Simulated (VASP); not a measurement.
# Zn (P6_3/mmc) in VASP: a series of runs

Aim: see how the results for Zn move with the level of theory and the settings. Levels: PBE, RPBE. Tasks: single point, relaxation of cell and atoms.

Everything below comes from runs of VASP 6.6.1. Logs are shortened: lines on timing, memory, paths and dates and some standing lists are left out, and cuts for length are marked.

### Step 1. The cell of the first run

The structure is hexagonal, space group P6_3/mmc (No. 194). The conventional cell has a = 2.710 Å, b = 2.710 Å, c = 9.511 Å, α = 90.00°, β = 90.00°, γ = 120.00°. Within 3.6 Å of Zn (site symmetry -3m) lie 12 Zn at 2.71 to 2.85 Å. Within 3.6 Å of Zn (site symmetry -6m2) lie 12 Zn at 2.71 to 2.85 Å.

### Step 2. Single point, PBE

Input file INCAR:

```
SYSTEM = Zn
  PREC = Accurate
  ENCUT = 520
  EDIFF = 1E-6
  ISMEAR = -1
  SIGMA = 0.0242
  LREAL = .FALSE.
  LASPH = .TRUE.
  NELM = 100
  ALGO = Normal
  ISIF = 2
  LWAVE = .FALSE.
  LCHARG = .FALSE.
  GGA = PE
  NBANDS = 32
```

Input file KPOINTS:

```
Automatic mesh
0
G
  7 7 2
  0 0 0
```

Input file POSCAR:

```
Zn
1.0
    1.3549090078      2.3467712411      0.0000000000
   -1.3549090078      2.3467712411      0.0000000000
    0.0000000000      0.0000000000      9.5109821520
Zn
4
Direct
    0.0000000000      0.0000000000      0.0000000000
    0.0000000000      0.0000000000      0.5000000000
    0.3333333333      0.3333333333      0.7500000000
    0.6666666667      0.6666666667      0.2500000000
```

Potentials or basis: VASP PAW PBE potentials, release 64 (Zn).

Command:

```console
cat potpaw_PBE.64/Zn/POTCAR > POTCAR
mpirun -np 1 vasp_std > vasp.out
```

OUTCAR:

```text
SYSTEM = Zn
   PREC = Accurate
   ENCUT = 520
   EDIFF = 1E-6
   ISMEAR = -1
   LREAL = .FALSE.
   LASPH = .TRUE.
   NELM = 100
   ISIF = 2
   GGA = PE

 ion  position               nearest neighbor table
   1  0.000  0.000  0.000-   3 2.85   4 2.85   4 2.85   4 2.85   3 2.85   3 2.85
   2  0.000  0.000  0.500-   3 2.85   4 2.85   4 2.85   4 2.85   3 2.85   3 2.85
   3  0.333  0.333  0.750-   1 2.85   2 2.85   1 2.85   2 2.85   1 2.85   2 2.85
   4  0.667  0.667  0.250-   1 2.85   2 2.85   1 2.85   2 2.85   1 2.85   2 2.85

  LATTYP: Found a hexagonal cell.
 ALAT       =     2.7098180156
 C/A-ratio  =     3.5098232049

  Lattice vectors:

 A1 = (   1.3549090078,  -2.3467712411,   0.0000000000)
 A2 = (   1.3549090078,   2.3467712411,   0.0000000000)
 A3 = (   0.0000000000,   0.0000000000,   9.5109821520)

Analysis of symmetry for initial positions (statically):
=====================================================================
 Subroutine PRICEL returns:
 Original cell was already a primitive cell.

 Routine SETGRP: Setting up the symmetry group for a
 hexagonal supercell.

 Subroutine GETGRP returns: Found 24 space group operations
 (whereof 12 operations were pure point group operations)
 out of a pool of 24 trial point group operations.

The static configuration has the point symmetry D_3d.
 The point group associated with its full space group is D_6h.

Analysis of symmetry for dynamics (positions and initial velocities):
=====================================================================
 Subroutine PRICEL returns:
 Original cell was already a primitive cell.

 Routine SETGRP: Setting up the symmetry group for a
 hexagonal supercell.

 Subroutine GETGRP returns: Found 24 space group operations
 (whereof 12 operations were pure point group operations)
 out of a pool of 24 trial point group operations.

The dynamic configuration has the point symmetry D_3d.
 The point group associated with its full space group is D_6h.

 Subroutine INISYM returns: Found 24 space group operations
 (whereof 12 operations are pure point group operations),
 and found     1 'primitive' translations

----------------------------------------------------------------------------------------

                                     Primitive cell

  volume of cell :      60.4834

  direct lattice vectors                    reciprocal lattice vectors
     1.354909008  2.346771241  0.000000000     0.369028471  0.213058687  0.000000000
    -1.354909008  2.346771241  0.000000000    -0.369028471  0.213058687  0.000000000
     0.000000000  0.000000000  9.510982152     0.000000000  0.000000000  0.105141613

  length of vectors
     2.709818016  2.709818016  9.510982152     0.426117375  0.426117375  0.105141613

  position of ions in fractional coordinates (direct lattice)
     0.000000000  0.000000000  0.000000000
     0.000000000  0.000000000  0.500000000
     0.333333333  0.333333333  0.750000000
     0.666666667  0.666666667  0.250000000

  ion indices of the primitive-cell ions
   primitive index   ion index
                 1           1
                 2           2
                 3           3
                 4           4

----------------------------------------------------------------------------------------

 KPOINTS: Automatic mesh

Automatic generation of k-mesh.
 Grid dimensions read from file:
 generate k-points for:    7    7    2

 Generating k-lattice:

  Cartesian coordinates                     Fractional coordinates (reciprocal lattice)
     0.052718353  0.030436955  0.000000000     0.142857143 -0.000000000  0.000000000
    -0.052718353  0.030436955  0.000000000    -0.000000000  0.142857143  0.000000000
     0.000000000  0.000000000  0.052570806     0.000000000  0.000000000  0.500000000

  Length of vectors
     0.060873911  0.060873911  0.052570806

  Shift w.r.t. Gamma in fractional coordinates (k-lattice)
     0.000000000  0.000000000  0.000000000

 Subroutine IBZKPT returns following result:
 ===========================================

 Found     16 irreducible k-points:

 Following reciprocal coordinates:
            Coordinates               Weight
  0.000000  0.000000  0.000000      1.000000
  0.142857  0.000000  0.000000      6.000000
  0.285714  0.000000  0.000000      6.000000
  0.428571  0.000000  0.000000      6.000000
  0.285714  0.142857  0.000000      6.000000
  0.428571  0.142857  0.000000     12.000000
[... 8 lines left out ...]
 -0.428571  0.142857  0.500000      6.000000
 -0.428571  0.285714  0.500000      6.000000
   k-points           NKPTS =     16   k-points in BZ     NKDIM =     16   number of bands    NBANDS=     32
   number of dos      NEDOS =    301   number of ions     NIONS =      4
   total plane-waves  NPLWV =  28800
   dimension x,y,z NGX =    20 NGY =   20 NGZ =   72
   dimension x,y,z NGXF=    40 NGYF=   40 NGZF=  144
   ions per type =               4
   NGX,Y,Z   is equivalent  to a cutoff of  12.27, 12.27, 12.59 a.u.
   NGXF,Y,Z  is equivalent  to a cutoff of  24.54, 24.54, 25.17 a.u.
 SYSTEM =  Zn
   PREC   = accura    normal or accurate (medium, high low for compatibility)
   ISTART =      0    job   : 0-new  1-cont  2-samecut
   ICHARG =      2    charge: 1-file 2-atom 10-const
   ISPIN  =      1    spin polarized calculation?
   LNONCOLLINEAR =      F non collinear calculations
   LSORBIT =      F    spin-orbit coupling
   LASPH  =      T    aspherical Exc in radial PAW
   ENCUT  =  520.0 eV  38.22 Ry    6.18 a.u.   5.04  5.04 17.68*2*pi/ulx,y,z
   NELM   =    100;   NELMIN=  2; NELMDL= -5     # of ELM steps
   EDIFF  = 0.1E-05   stopping-criterion for ELM
   LREAL  =      F    real-space projection
   EDIFFG = 0.1E-04   stopping-criterion for IOM
   NSW    =      0    number of steps for IOM
   IBRION =     -1    ionic relax: 0-MD 1-quasi-New 2-CG
   NFREE  =      0    steps in history (QN), initial steepest desc. (CG)
   ISIF   =      2    stress and relaxation
   ISYM   =      2    0-nonsym 1-usesym 2-fastsym
   POTIM  = 0.5000    time-step for ionic-motion
   TEBEG  =    0.0;   TEEND  =   0.0 temperature during run
   PSTRESS=    0.0 pullay stress
   NELECT =      48.0000    total number of electrons
   NUPDOWN=      -1.0000    fix difference up-down
   EMIN   =  10.00;   EMAX   =-10.00  energy-range for DOS
   EFERMI =   0.00;   METHOD = LEGACY
   ISMEAR =    -1;   SIGMA  =   0.02  broadening in eV -4-tet -1-fermi 0-gaus
   EFERMI_NEDOS =   21; number of points for ismear=-14 and -15
   IALGO  =     38    algorithm
   IMIX   =      4    mixing-type and parameters
     AMIX     =   0.40;   BMIX     =  1.00
     AMIX_MAG =   1.60;   BMIX_MAG =  1.00
  volume/ion in A,a.u.               =      15.12       102.04
  Fermi-wavevector in a.u.,A,eV,Ry     =   1.515688  2.864235 31.256804  2.297310
  Thomas-Fermi vector in A             =   2.625178
   LORBIT       =      0    0 simple, 1 ext, 2 COOP (PROOUT), +10 PAW based schemes
   GGA     = PE    functional components
   LHFCALC =     F    Hartree Fock is set to
   AEXX    =    0.0000 exact exchange contribution
   IVDW    =     0    specifies the selected vdW correction
   LEPSILON=     F    determine dielectric tensor
   LRPA    =     F    only Hartree local field effects (RPA)
 non-spin polarized calculation
  energy-cutoff  :      520.00
  volume of cell :       60.48
 maximum number of plane-waves:      1643
   NGX = 11   NGY = 11   NGZ = 35

 number of electron      48.0000033 magnetization

 Free energy of the ion-electron system (eV)
  ---------------------------------------------------
  ext. energy  EPLUGINS =         0.00000000
  ---------------------------------------------------
  free energy    TOTEN  =        -4.53255432 eV

  energy without entropy =       -4.53079967  energy(sigma->0) =       -4.53167699

 E-fermi :   3.3390     XC(G=0): -11.5908

 val. band max:        3.2949948940   @ k =  -0.4286   0.1429   0.0000
 cond. band min:       3.4785042130   @ k =   0.4286   0.0000   0.5000
 fundamental gap:      0.1835093190
 Fermi energy:         3.3389531659

 k-point     1 :       0.0000    0.0000    0.0000
  band No.  band energies     occupation
      1      -7.2799      2.00000
      2      -5.8568      2.00000
      3      -5.8481      2.00000
      4      -5.3534      2.00000
      5      -4.6495      2.00000
      6      -4.5241      2.00000
[... 24 lines left out ...]
     31      20.4472      0.00000
     32      20.4472      0.00000

 k-point     2 :       0.1429    0.0000    0.0000
  band No.  band energies     occupation
      1      -6.7086      2.00000
      2      -5.4187      2.00000
      3      -5.4102      2.00000
      4      -5.1518      2.00000
      5      -4.6602      2.00000
      6      -4.6171      2.00000
[... 24 lines left out ...]
     31      16.7203      0.00000
     32      18.5464      0.00000

 k-point     3 :       0.2857    0.0000    0.0000
  band No.  band energies     occupation
      1      -5.4047      2.00000
      2      -5.0857      2.00000
      3      -5.0635      2.00000
      4      -4.9700      2.00000
      5      -4.8183      2.00000
      6      -4.7938      2.00000
[... 24 lines left out ...]
     31      14.1252      0.00000
     32      14.2865      0.00000

 k-point     4 :       0.4286    0.0000    0.0000
  band No.  band energies     occupation
      1      -5.2381      2.00000
      2      -5.2037      2.00000
      3      -5.1815      2.00000
      4      -5.0726      2.00000
      5      -4.9783      2.00000
      6      -4.8238      2.00000
[... 374 lines left out ...]
     31       9.9248      0.00000
     32       9.9248      0.00000

 k-point    15 :      -0.4286    0.1429    0.5000
  band No.  band energies     occupation
      1      -5.0414      2.00000
      2      -5.0414      2.00000
      3      -5.0107      2.00000
      4      -5.0107      2.00000
      5      -4.9711      2.00000
      6      -4.9711      2.00000
[... 24 lines left out ...]
     31      10.7563      0.00000
     32      10.7563      0.00000

 k-point    16 :      -0.4286    0.2857    0.5000
  band No.  band energies     occupation
      1      -4.9015      2.00000
      2      -4.9015      2.00000
      3      -4.8116      2.00000
      4      -4.8116      2.00000
      5      -4.7041      2.00000
      6      -4.7041      2.00000
[... 24 lines left out ...]
     31       8.4758      0.00000
     32       8.4758      0.00000

------------------------ aborting loop because EDIFF is reached ----------------------------------------

  FORCE on cell =-STRESS in cart. coord.  units (eV):
  Direction    XX          YY          ZZ          XY          YZ          ZX
  --------------------------------------------------------------------------------------
  -------------------------------------------------------------------------------------
  Total        0.1380622      0.1380622      0.1025681      0.0000000      0.0000000      0.0000000
  in kB        3.6572023      3.6572023      2.7169808      0.0000000      0.0000000      0.0000000
  external PRESSURE =       3.3437951 kB  Pullay stress =       0.0000000 kB

 VOLUME and BASIS-vectors are now :
 -----------------------------------------------------------------------------
  energy-cutoff  :      520.00
  volume of cell :       60.48
      direct lattice vectors                 reciprocal lattice vectors
     1.354909008  2.346771241  0.000000000     0.369028471  0.213058687  0.000000000
    -1.354909008  2.346771241  0.000000000    -0.369028471  0.213058687  0.000000000
     0.000000000  0.000000000  9.510982152     0.000000000  0.000000000  0.105141613

 POSITION                                       TOTAL-FORCE (eV/Angst)
 -----------------------------------------------------------------------------------
      0.00000      0.00000      0.00000         0.000000     -0.000000      0.000000
      0.00000      0.00000      4.75549         0.000000     -0.000000      0.000000
      0.00000      1.56451      7.13324        -0.000000      0.000000     -0.000000
      0.00000      3.12903      2.37775        -0.000000     -0.000000     -0.000000
 -----------------------------------------------------------------------------------
    total drift:                               -0.000000      0.000000      0.000000

  FREE ENERGIE OF THE ION-ELECTRON SYSTEM (eV)
  ---------------------------------------------------
  free  energy   TOTEN  =        -4.5325543231 eV

  energy  without entropy=       -4.5307996658  energy(sigma->0) =       -4.53167699
```

It took 18 s on 1 thread of Intel Xeon Platinum 8488C (Sapphire Rapids), shared host; peak memory 0.17 GiB.

What came out:

```
Free energy            : -4.5326 eV
Pressure               : 0.3 GPa
Band gap on the k mesh : zero (band 24 reaches 4.23 eV, above the bottom of band 25 at 0.80 eV)
```

Caveat: the k points lie up to 0.38 Å⁻¹ apart.

### Step 3. Single point, PBE

This run uses another cell than the first one, of 15.58 Å³/atom, 1.031 times its volume.

Input file INCAR:

```
PREC = Accurate
ENCUT = 520
EDIFF = 1E-6
ISMEAR = -4
SIGMA = 0.1
LREAL = F
LASPH = T
NELM = 100
ALGO = Normal
ISIF = 2
LWAVE = F
LCHARG = F
GGA = PE
NBANDS = 32
```

Input file KPOINTS:

```
Automatic mesh
0
Gamma
  7 7 2
```

Input file POSCAR:

```
Zn
1.0
    1.3244284701      2.2939774012      0.0000000000
   -1.3244284701      2.2939774012      0.0000000000
    0.0000000000      0.0000000000     10.2588691994
Zn
4
Direct
    0.0000000000      0.0000000000      0.0000000000
    0.0000000000      0.0000000000      0.5000000000
    0.3333333333      0.3333333333      0.7500000000
    0.6666666667      0.6666666667      0.2500000000
```

Potentials or basis: VASP PAW PBE potentials, release 64 (Zn).

Command:

```console
cat potpaw_PBE.64/Zn/POTCAR > POTCAR
mpirun -np 1 vasp_std > vasp.out
```

It took 21 s on 1 thread of Intel Xeon Platinum 8488C (Sapphire Rapids), shared host; peak memory 0.17 GiB.

It converged, with:

```yaml
Free_energy: -4.0461 eV
Pressure: 0.4 GPa
Band_gap_on_the_k_mesh: zero (band 24 reaches 4.66 eV, above the bottom of band 25 at -0.58 eV)
```

Stress tensor (GPa, compression positive):
```
0.50 0.00 0.00
0.00 0.50 0.00
0.00 0.00 0.11
```

Levels at points of the mesh, in eV from the Fermi level:
```csv
k point,band 20,band 21,band 22,band 23,band 24,band 25,band 26,band 27,band 28,band 29
"(0.00, 0.00, 0.00)",-6.99,-6.99,-6.92,-6.92,-3.54,-3.36,3.91,3.91,12.20,16.02
"(0.00, 0.00, 0.50)",-6.94,-6.94,-6.94,-6.00,-6.00,-0.11,-0.11,8.47,8.47,18.47
```

Caveat: the k points lie up to 0.39 Å⁻¹ apart.

(Continued in part 2 of 2.)
